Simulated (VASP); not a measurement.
A run of VASP 6.6.1:

INCAR

```
PREC = Accurate
ENCUT = 520
EDIFF = 1E-6
ISMEAR = 0
SIGMA = 0.05
LREAL = F
LASPH = T
NELM = 80
ALGO = Normal
ISIF = 2
LWAVE = F
LCHARG = T
GGA = PS
LELF = T
LVHAR = T
NBANDS = 14
```

KPOINTS

```
Automatic mesh
0
Gamma
  10 10 10
```

Contents of POSCAR:

```
SbPt
1.0
    0.0000000000      2.7184831508      2.7184831508
    2.7184831508      0.0000000000      2.7184831508
    2.7184831508      2.7184831508      0.0000000000
Pt Sb
1 1
Direct
    0.5000000000      0.5000000000      0.5000000000
    0.0000000000      0.0000000000      0.0000000000
```

Potentials or basis: VASP PAW PBE potentials, release 64 (Pt, Sb).

Run with:

```sh
$ cat potpaw_PBE.64/Pt/POTCAR potpaw_PBE.64/Sb/POTCAR > POTCAR
$ mpirun -np 1 vasp_std > vasp.out
```

Hardware: 1 thread of Intel(R) Xeon(R) Platinum 8259CL CPU @ 2.50GHz (Skylake/Cascade Lake) (shared host).

**Question.** Estimate the wall time of this run.

**Answer.** It took 40 s on 1 thread of Intel(R) Xeon(R) Platinum 8259CL CPU @ 2.50GHz (Skylake/Cascade Lake), with other jobs on the host, peak memory 0.18 GiB. Counts: scf iterations 12, k points 47.
